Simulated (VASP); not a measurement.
# MoS2 (R3m) in VASP: further runs, part 2 of 2

VASP 6.6.1.

### Step 4. Electric field gradients, PBEsol (17.33 Å³/atom)

This run uses another cell than the first one, of 17.33 Å³/atom.

The input, INCAR:

```
SYSTEM = MoS2
PREC = Accurate ; ENCUT = 520
EDIFF = 1E-8 ; ISMEAR = -1
SIGMA = 0.05 ; LREAL = .FALSE.
LASPH = .TRUE. ; NELM = 80
ALGO = Normal ; ISIF = 2
LWAVE = .FALSE. ; LCHARG = .FALSE.
GGA = PS ; LEFG = .TRUE.
NBANDS = 20
```

The input, KPOINTS:

```
regular mesh
0
G
  13 13 13
  0 0 0
```

The input, POSCAR:

```
MoS2
1.0
    1.5708859406      0.9069514207      6.0822325872
   -1.5708859406      0.9069514207      6.0822325872
    0.0000000000     -1.8139028413      6.0822325872
Mo S
1 2
Direct
    0.0000000000      0.0000000000      0.0000000000
    0.7484000000      0.7484000000      0.7484000000
    0.5849000000      0.5849000000      0.5849000000
```

Potentials or basis: VASP PAW PBE potentials, release 64 (Mo_sv, S).

Command:

```bash
$ cat potpaw_PBE.64/Mo_sv/POTCAR potpaw_PBE.64/S/POTCAR > POTCAR
$ mpirun -np 1 vasp_std > vasp.out
```

OUTCAR:

```text
SYSTEM = MoS2
   PREC = Accurate
   ENCUT = 520
   EDIFF = 1E-8
   ISMEAR = -1
   LREAL = .FALSE.
   LASPH = .TRUE.
   NELM = 80
   ISIF = 2
   GGA = PS

 ion  position               nearest neighbor table
   1  0.000  0.000  0.000-   2 2.35   2 2.35   2 2.35   3 2.35   3 2.35   3 2.35
   2  0.748  0.748  0.748-   1 2.35   1 2.35   1 2.35
   3  0.585  0.585  0.585-   1 2.35   1 2.35   1 2.35

  LATTYP: Found a trigonal (rhomboedric) cell.
 ALAT       =     6.3469517694
 COS(alpha) =     0.8774851014

  Lattice vectors:

 A1 = (   1.5708859406,   0.9069514207,   6.0822325872)
 A2 = (  -1.5708859406,   0.9069514207,   6.0822325872)
 A3 = (   0.0000000000,  -1.8139028413,   6.0822325872)

Analysis of symmetry for initial positions (statically):
=====================================================================
 Subroutine PRICEL returns:
 Original cell was already a primitive cell.

[... 748 lines left out ...]
     0.000000000 -1.813902841  6.082232587     0.000000000 -0.367531629  0.054804437

 POSITION                                       TOTAL-FORCE (eV/Angst)
 -----------------------------------------------------------------------------------
      0.00000      0.00000      0.00000         0.000000     -0.000000     -0.003496
      0.00000      0.00000     13.65583         0.000000      0.000000      1.400200
      0.00000      0.00000     10.67249         0.000000     -0.000000     -1.396704
 -----------------------------------------------------------------------------------
    total drift:                                0.000000      0.000000     -0.000042

  FREE ENERGIE OF THE ION-ELECTRON SYSTEM (eV)
  ---------------------------------------------------
  free  energy   TOTEN  =       -23.3572902119 eV

  energy  without entropy=      -23.3572832971  energy(sigma->0) =      -23.35728675

 Electric field gradients (V/A^2)
---------------------------------------------------------------------
 ion       V_xx      V_yy      V_zz      V_xy      V_xz      V_yz
---------------------------------------------------------------------
   1      47.958    47.958   -95.917     0.000    -0.000    -0.000
   2      32.256    32.256   -64.513     0.000    -0.000    -0.000
   3      31.504    31.504   -63.009     0.000     0.000    -0.000
---------------------------------------------------------------------

 Electric field gradients after diagonalization (V/A^2)
 (convention: |V_zz| > |V_xx| > |V_yy|)
----------------------------------------------------------------------
 ion       V_xx      V_yy      V_zz     asymmetry (V_yy - V_xx)/ V_zz
----------------------------------------------------------------------
   1      47.958    47.958   -95.917       0.000
   2      32.256    32.256   -64.513       0.000
   3      31.504    31.504   -63.009       0.000
----------------------------------------------------------------------

           NMR quadrupolar parameters

 Cq : quadrupolar parameter    Cq=e*Q*V_zz/h
 eta: asymmetry parameters     (V_yy - V_xx)/ V_zz
 Q  : nuclear electric quadrupole moment in mb (millibarn)
----------------------------------------------------------------------
 ion       Cq(MHz)       eta       Q (mb)
----------------------------------------------------------------------
   1      -0.232       0.000       1.000
   2      -0.156       0.000       1.000
   3      -0.152       0.000       1.000
----------------------------------------------------------------------
```

It took 20 min on 1 thread of Intel Xeon 8259CL, shared host; peak memory 0.47 GiB.

Results:

* Free energy: -23.3573 eV
* Pressure: 7.8 GPa
* Largest force: 1.400 eV/Å
* Band gap on the k mesh: 0.74 eV (least direct gap 1.86 eV)
* Largest electric field gradient by atom: Mo -95.9; S -64.5, -63.0 V/Å²

Forces on the atoms (eV/Å):
```
Mo   0.000  0.000 -0.003
S    0.000  0.000  1.400
S    0.000  0.000 -1.397
```

Levels at points of the mesh, in eV from the valence-band top:
```csv
k point,band 10,band 11,band 12,band 13,band 14,band 15,band 16,band 17
"(0.00, 0.00, 0.00)",-2.72,-2.72,-1.34,-1.27,1.92,1.92,2.50,2.50
```

Electric field gradients, principal values (V/Å²):
```csv
atom,least,middle,greatest (by size)
1 Mo,47.958,47.958,-95.917
2 S,32.256,32.256,-64.513
3 S,31.504,31.504,-63.009
```

Caveat: the stress differs along the axes, from 5 to 13 GPa; without QUAD_EFG the Cq values of the log hold for a quadrupole moment of 1 mb, not for the nuclei; the PAW data sets were made with another functional, which shifts forces and pressure a little. A k mesh can miss the band edges.

### Step 5. Electric field gradients, PBEsol (17.33 Å³/atom)

This run uses another cell than the first one, of 17.33 Å³/atom.

The input, INCAR:

```
  PREC = Accurate
  ENCUT = 520
  EDIFF = 1E-8
  ISMEAR = -1
  SIGMA = 0.05
  LREAL = F
  LASPH = T
  NELM = 80
  ALGO = Normal
  ISIF = 2
  LWAVE = F
  LCHARG = F
  GGA = PS
  LEFG = T
  NBANDS = 20
```

The input, KPOINTS:

```
regular mesh
0
Gamma
  13 13 13
```

POSCAR is that of step 4.

Potentials or basis: VASP PAW PBE potentials, release 64 (Mo_sv, S).

Command:

```bash
$ cat potpaw_PBE.64/Mo_sv/POTCAR potpaw_PBE.64/S/POTCAR > POTCAR
$ mpirun -np 1 vasp_std > vasp.out
```

OUTCAR:

```text
PREC = Accurate
   ENCUT = 520
   EDIFF = 1E-8
   ISMEAR = -1
   LREAL = F
   LASPH = T
   NELM = 80
   ISIF = 2
   GGA = PS

 ion  position               nearest neighbor table
   1  0.000  0.000  0.000-   2 2.35   2 2.35   2 2.35   3 2.35   3 2.35   3 2.35
   2  0.748  0.748  0.748-   1 2.35   1 2.35   1 2.35
   3  0.585  0.585  0.585-   1 2.35   1 2.35   1 2.35

  LATTYP: Found a trigonal (rhomboedric) cell.
 ALAT       =     6.3469517694
 COS(alpha) =     0.8774851014

  Lattice vectors:

 A1 = (   1.5708859406,   0.9069514207,   6.0822325872)
 A2 = (  -1.5708859406,   0.9069514207,   6.0822325872)
 A3 = (   0.0000000000,  -1.8139028413,   6.0822325872)

Analysis of symmetry for initial positions (statically):
=====================================================================
 Subroutine PRICEL returns:
 Original cell was already a primitive cell.

 Routine SETGRP: Setting up the symmetry group for a
 trigonal (rhombohedral) supercell.

 Subroutine GETGRP returns: Found  6 space group operations
 (whereof  6 operations were pure point group operations)
 out of a pool of 12 trial point group operations.

The static configuration has the point symmetry C_3v.

Analysis of symmetry for dynamics (positions and initial velocities):
=====================================================================
 Subroutine PRICEL returns:
 Original cell was already a primitive cell.

 Routine SETGRP: Setting up the symmetry group for a
 trigonal (rhombohedral) supercell.

 Subroutine GETGRP returns: Found  6 space group operations
 (whereof  6 operations were pure point group operations)
 out of a pool of 12 trial point group operations.

The dynamic configuration has the point symmetry C_3v.

 Subroutine INISYM returns: Found  6 space group operations
 (whereof  6 operations are pure point group operations),
 and found     1 'primitive' translations

----------------------------------------------------------------------------------------

                                     Primitive cell

  volume of cell :      51.9928

  direct lattice vectors                    reciprocal lattice vectors
     1.570885941  0.906951421  6.082232587     0.318291728  0.183765815  0.054804437
    -1.570885941  0.906951421  6.082232587    -0.318291728  0.183765815  0.054804437
     0.000000000 -1.813902841  6.082232587     0.000000000 -0.367531629  0.054804437

  length of vectors
     6.346951769  6.346951769  6.346951769     0.371595243  0.371595243  0.371595243

  position of ions in fractional coordinates (direct lattice)
     0.000000000  0.000000000  0.000000000
     0.748400000  0.748400000  0.748400000
     0.584900000  0.584900000  0.584900000

  ion indices of the primitive-cell ions
   primitive index   ion index
                 1           1
                 2           2
                 3           3

----------------------------------------------------------------------------------------
[... 78 lines left out ...]
   POTIM  = 0.5000    time-step for ionic-motion
   TEBEG  =    0.0;   TEEND  =   0.0 temperature during run
   PSTRESS=    0.0 pullay stress
   NELECT =      26.0000    total number of electrons
   NUPDOWN=      -1.0000    fix difference up-down
   EMIN   =  10.00;   EMAX   =-10.00  energy-range for DOS
   EFERMI =   0.00;   METHOD = LEGACY
   ISMEAR =    -1;   SIGMA  =   0.05  broadening in eV -4-tet -1-fermi 0-gaus
   EFERMI_NEDOS =   21; number of points for ismear=-14 and -15
   IALGO  =     38    algorithm
   IMIX   =      4    mixing-type and parameters
     AMIX     =   0.40;   BMIX     =  1.00
     AMIX_MAG =   1.60;   BMIX_MAG =  1.00
  volume/ion in A,a.u.               =      17.33       116.95
  Fermi-wavevector in a.u.,A,eV,Ry     =   1.299426  2.455560 22.973553  1.688509
  Thomas-Fermi vector in A             =   2.430691
   LORBIT       =      0    0 simple, 1 ext, 2 COOP (PROOUT), +10 PAW based schemes
   GGA     = PS    functional components
   LHFCALC =     F    Hartree Fock is set to
   AEXX    =    0.0000 exact exchange contribution
   IVDW    =     0    specifies the selected vdW correction
   LEPSILON=     F    determine dielectric tensor
   LRPA    =     F    only Hartree local field effects (RPA)
 non-spin polarized calculation
  energy-cutoff  :      520.00
  volume of cell :       51.99
 maximum number of plane-waves:      1420
   NGX = 23   NGY = 23   NGZ = 23

 number of electron      26.0000002 magnetization

 Free energy of the ion-electron system (eV)
  ---------------------------------------------------
  ext. energy  EPLUGINS =         0.00000000
  ---------------------------------------------------
  free energy    TOTEN  =       -23.35729021 eV

  energy without entropy =      -23.35728330  energy(sigma->0) =      -23.35728675

 E-fermi :   8.3186     XC(G=0): -11.0749

 val. band max:        8.0237862423   @ k =   0.4615   0.4615   0.4615
 cond. band min:       8.7636728842   @ k =  -0.3077   0.3077   0.0000
 fundamental gap:      0.7398866419
 Fermi energy:         8.3185752440

 k-point     1 :       0.0000    0.0000    0.0000
  band No.  band energies     occupation
      1     -53.5841      2.00000
      2     -27.8208      2.00000
      3     -27.5724      2.00000
      4     -27.5724      2.00000
      5      -7.4944      2.00000
      6      -5.5597      2.00000
[... 541 lines left out ...]
     19      15.8340      0.00000
     20      16.4550      0.00000

 [... further k-points ...]

------------------------ aborting loop because EDIFF is reached ----------------------------------------

  FORCE on cell =-STRESS in cart. coord.  units (eV):
  Direction    XX          YY          ZZ          XY          YZ          ZX
  --------------------------------------------------------------------------------------
  -------------------------------------------------------------------------------------
  Total        1.6406967      1.6406967      4.2734607      0.0000000      0.0000000      0.0000000
  in kB       50.5587036     50.5587036    131.6883455      0.0000000      0.0000000      0.0000000
  external PRESSURE =      77.6019176 kB  Pullay stress =       0.0000000 kB

 VOLUME and BASIS-vectors are now :
 -----------------------------------------------------------------------------
  energy-cutoff  :      520.00
  volume of cell :       51.99
      direct lattice vectors                 reciprocal lattice vectors
     1.570885941  0.906951421  6.082232587     0.318291728  0.183765815  0.054804437
    -1.570885941  0.906951421  6.082232587    -0.318291728  0.183765815  0.054804437
     0.000000000 -1.813902841  6.082232587     0.000000000 -0.367531629  0.054804437

 POSITION                                       TOTAL-FORCE (eV/Angst)
 -----------------------------------------------------------------------------------
      0.00000      0.00000      0.00000         0.000000     -0.000000     -0.003496
      0.00000      0.00000     13.65583         0.000000      0.000000      1.400200
      0.00000      0.00000     10.67249         0.000000     -0.000000     -1.396704
 -----------------------------------------------------------------------------------
    total drift:                                0.000000      0.000000     -0.000042

  FREE ENERGIE OF THE ION-ELECTRON SYSTEM (eV)
  ---------------------------------------------------
  free  energy   TOTEN  =       -23.3572902119 eV

  energy  without entropy=      -23.3572832971  energy(sigma->0) =      -23.35728675

 Electric field gradients (V/A^2)
---------------------------------------------------------------------
 ion       V_xx      V_yy      V_zz      V_xy      V_xz      V_yz
---------------------------------------------------------------------
   1      47.958    47.958   -95.917     0.000    -0.000    -0.000
   2      32.256    32.256   -64.513     0.000    -0.000    -0.000
   3      31.504    31.504   -63.009     0.000     0.000    -0.000
---------------------------------------------------------------------

 Electric field gradients after diagonalization (V/A^2)
 (convention: |V_zz| > |V_xx| > |V_yy|)
----------------------------------------------------------------------
 ion       V_xx      V_yy      V_zz     asymmetry (V_yy - V_xx)/ V_zz
----------------------------------------------------------------------
   1      47.958    47.958   -95.917       0.000
   2      32.256    32.256   -64.513       0.000
   3      31.504    31.504   -63.009       0.000
----------------------------------------------------------------------

           NMR quadrupolar parameters

 Cq : quadrupolar parameter    Cq=e*Q*V_zz/h
 eta: asymmetry parameters     (V_yy - V_xx)/ V_zz
 Q  : nuclear electric quadrupole moment in mb (millibarn)
----------------------------------------------------------------------
 ion       Cq(MHz)       eta       Q (mb)
----------------------------------------------------------------------
   1      -0.232       0.000       1.000
   2      -0.156       0.000       1.000
   3      -0.152       0.000       1.000
----------------------------------------------------------------------
```

OSZICAR:

```text
N       E                     dE             d eps       ncg     rms          rms(c)
DAV:   1     0.183652715526E+03    0.18365E+03   -0.13499E+04  9248   0.123E+03
DAV:   2    -0.175366163530E+02   -0.20119E+03   -0.19577E+03 11376   0.319E+02
DAV:   3    -0.246675042699E+02   -0.71309E+01   -0.70722E+01 11444   0.566E+01
DAV:   4    -0.247456930491E+02   -0.78189E-01   -0.78152E-01 11352   0.632E+00
DAV:   5    -0.247468285185E+02   -0.11355E-02   -0.11354E-02 11436   0.747E-01    0.288E+01
DAV:   6    -0.236331133567E+02    0.11137E+01   -0.82690E+00  9856   0.184E+01    0.958E+00
DAV:   7    -0.234521763327E+02    0.18094E+00   -0.26925E+00  9512   0.991E+00    0.658E+00
DAV:   8    -0.233582142745E+02    0.93962E-01   -0.45784E-01 10372   0.429E+00    0.172E+00
DAV:   9    -0.233581858322E+02    0.28442E-04   -0.17111E-02 11076   0.824E-01    0.629E-01
DAV:  10    -0.233572741082E+02    0.91172E-03   -0.58335E-03 10344   0.519E-01    0.932E-02
DAV:  11    -0.233573042604E+02   -0.30152E-04   -0.57613E-04 10724   0.169E-01    0.831E-02
DAV:  12    -0.233572830253E+02    0.21235E-04   -0.79451E-05 10748   0.567E-02    0.233E-02
DAV:  13    -0.233572901738E+02   -0.71485E-05   -0.86604E-06 10080   0.182E-02    0.318E-03
DAV:  14    -0.233572901926E+02   -0.18776E-07   -0.82053E-07 12004   0.500E-03    0.311E-03
DAV:  15    -0.233572902077E+02   -0.15120E-07   -0.83769E-08 10308   0.189E-03    0.232E-03
DAV:  16    -0.233572902119E+02   -0.41937E-08   -0.13754E-08  7368   0.833E-04
   1 F= -.23357290E+02 E0= -.23357287E+02  d E =-.691484E-05
```

It took 23 min on 1 thread of Intel Xeon 8259CL, shared host; peak memory 0.48 GiB.

Results:

```
Free energy                             : -23.3573 eV
Pressure                                : 7.8 GPa
Largest force                           : 1.400 eV/Å
Band gap on the k mesh                  : 0.74 eV (least direct gap 1.86 eV)
Largest electric field gradient by atom : Mo -95.9; S -64.5, -63.0 V/Å²
```

Forces in eV/Å, atoms in the order of the input:
```
Mo   0.000  0.000 -0.003
S    0.000  0.000  1.400
S    0.000  0.000 -1.397
```

Stress tensor (GPa, compression positive):
```
 5.06  0.00  0.00
 0.00  5.06  0.00
 0.00  0.00 13.17
```

Electric field gradients, principal values (V/Å²):
```csv
atom,least,middle,greatest (by size)
1 Mo,47.958,47.958,-95.917
2 S,32.256,32.256,-64.513
3 S,31.504,31.504,-63.009
```

Caveat: the stress differs along the axes, from 5 to 13 GPa; without QUAD_EFG the Cq values of the log hold for a quadrupole moment of 1 mb, not for the nuclei; the PAW data sets were made with another functional, which shifts forces and pressure a little.

### Step 6. The runs side by side

| cell | gap on the mesh (eV) | pressure (GPa) | largest force (eV/Å) |
| --- | --- | --- | --- |
| a = 6.379 Å, angles 28.1°, 3 atoms | 0.99 | 11.4 | 1.53 |
| a = 6.303 Å, angles 28.7°, 3 atoms | 0.74 | 11.7 | 1.82 |
| a = 6.347 Å, angles 28.7°, 3 atoms | 0.74 | 7.8 | 1.40 |

Alike in all rows: task electric field gradients; level PBEsol; potentials or basis VASP PAW PBE potentials, release 64 (Mo_sv, S); no spin polarisation; k mesh 13 × 13 × 13; cutoff (eV) 520; smearing fermi-dirac 0.05 eV.

Caveats: the PAW data sets were made with another functional, which shifts forces and pressure a little; the stress differs along the axes, from 10 to 15 GPa (at least some runs); the stress differs along the axes, from 9 to 17 GPa (at least some runs); the stress differs along the axes, from 5 to 13 GPa (at least some runs).

Absolute energies hang on the potentials; compare differences alone.
